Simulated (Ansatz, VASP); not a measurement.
One calculation of TaN, two programs

```xyz
2
Lattice="0.0000 2.2086 2.2086 2.2086 0.0000 2.2086 2.2086 2.2086 0.0000" Properties=species:S:1:pos:R:3 pbc="T T T"
Ta    2.2086    2.2086    2.2086
N     0.0000    0.0000   -0.3000
```

Alike in both runs: task single point; functional PBE; k mesh 24 × 24 × 24; occupations gaussian, width 0.15 eV; no spin polarisation.

|  | VASP | Ansatz |
| --- | --- | --- |
| version | VASP 6.6.1 | Ansatz 0.2.0 |
| potentials or method | VASP PAW PBE potentials, release 64 (Ta_pv, N), cutoff 520 eV | scalar-relativistic, plane waves, PAW |
| valence electrons in the cell | 16 | 18 |

```csv
,VASP,Ansatz,Ansatz less VASP
gap on the k mesh at the Fermi level (eV),none,none,-
pressure (GPa),16.3,15.3,-1.06
"traceless stress, the component that is largest in VASP (GPa)",29.24,28.58,-0.656
rms of the force components (eV/Å),2.110,2.068,-0.0424
```

Atom by atom the forces differ by 0.042 eV/Å (rms over components). A gap of «none» marks a metal or a gap that the smearing closes. The functional is the same, so the differences come from potentials, cutoffs and numerics. VASP's potentials hold 16 valence electrons a cell and Ansatz's 18, so a difference there can come from the potentials and not from the codes.

Spin-orbit coupling is off throughout.
